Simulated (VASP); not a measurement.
Write the native input for VASP 6.6.1 that does the following.

```
Task                   : single point
Functional             : PBEsol
Potentials or basis    : VASP PAW PBE potentials, release 64 (Mg, I)
Cutoff                 : 520 eV
k mesh                 : 6 × 6 × 4
Occupations            : gaussian, width 0.02 eV
Spin                   : no spin polarisation
Dipole correction      : no
Further INCAR settings : ALGO = Normal; EDIFF = 1e-07; NBANDS = 15
```

The structure of MgI2 lies in POSCAR:

```
MgI2
1.0
    4.1307255317      0.0000000000      0.0000000000
   -2.0653627658      3.5773132465      0.0000000000
    0.0000000000      0.0000000000      7.0243352908
Mg I
1 2
Direct
    0.0000000000      0.0000000000      0.0000000000
    0.3333333333      0.6666666667      0.7625121869
    0.6666666667      0.3333333333      0.2374878131
```

One way to write it, as run:

INCAR

```
SYSTEM = MgI2
PREC = Accurate
ENCUT = 520
EDIFF = 1E-7
ISMEAR = 0
SIGMA = 0.02
LREAL = .FALSE.
LASPH = .TRUE.
NELM = 60
ALGO = Normal
ISIF = 2
LWAVE = .FALSE.
LCHARG = .FALSE.
GGA = PS
NBANDS = 15
```

KPOINTS

```
Automatic mesh
0
G
  6 6 4
  0 0 0
```

Potentials or basis: VASP PAW PBE potentials, release 64 (Mg, I).

Command:

```console
$ cat potpaw_PBE.64/Mg/POTCAR potpaw_PBE.64/I/POTCAR > POTCAR
$ mpirun -np 1 vasp_std > vasp.out
```

Results of the run:

- Pressure: 0.0 GPa
- Band gap on the k mesh: 3.54 eV (least direct gap 3.69 eV)

Caveat: the PAW data sets were made with another functional, which shifts forces and pressure a little; spin-orbit coupling is left out, which moves the levels of the heavy elements; this functional lacks dispersion, which binds layers or chains, so the pressure and a relaxed spacing across them are unreliable.

Wall time 17 s on 1 thread of AMD EPYC 9R45 96-Core Processor (Zen 5), with other jobs on the host, peak memory 0.2 GiB.
